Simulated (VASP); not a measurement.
Wanted: the native input for a VASP 6.6.1 run.

* Task: single point
* Functional: PBEsol
* Potentials or basis: VASP PAW PBE potentials, release 64 (Cl, Na_pv)
* Cutoff: 520 eV
* k mesh: 8 × 8 × 8
* Occupations: fermi-dirac, width 0.05 eV
* Spin: no spin polarisation
* Dipole correction: no
* Further INCAR settings: ALGO = Normal; EDIFF = 1e-06; NBANDS = 14

The structure of NaCl lies in POSCAR:

```
NaCl
1.0
    0.0000000000      2.8125674869      2.8125674869
    2.8125674869      0.0000000000      2.8125674869
    2.8125674869      2.8125674869      0.0000000000
Cl Na
1 1
Direct
    0.5000000000      0.5000000000      0.5000000000
    0.0000000000      0.0000000000      0.0000000000
```

One way to write it, as run:

INCAR

```
SYSTEM = NaCl
PREC = Accurate
ENCUT = 520
EDIFF = 1E-6
ISMEAR = -1
SIGMA = 0.05
LREAL = .False.
LASPH = .True.
NELM = 60
ALGO = Normal
ISIF = 2
LWAVE = .False.
LCHARG = .False.
GGA = PS
NBANDS = 14
```

KPOINTS

```
Automatic mesh
0
Gamma
  8 8 8
  0 0 0
```

Potentials or basis: VASP PAW PBE potentials, release 64 (Cl, Na_pv).

Launch:

```sh
$ cat potpaw_PBE.64/Cl/POTCAR potpaw_PBE.64/Na_pv/POTCAR > POTCAR
$ mpirun -np 1 vasp_std > vasp.out
```

Results of the run:

```yaml
Pressure: -0.3 GPa
Band_gap_on_the_k_mesh: 4.96 eV, direct
```

Caveat: the PAW data sets were made with another functional, which shifts forces and pressure a little.

Wall time 16 s on 1 thread of AMD EPYC 7R43 64-Core Processor (Zen 3) (shared host), peak memory 0.13 GiB.
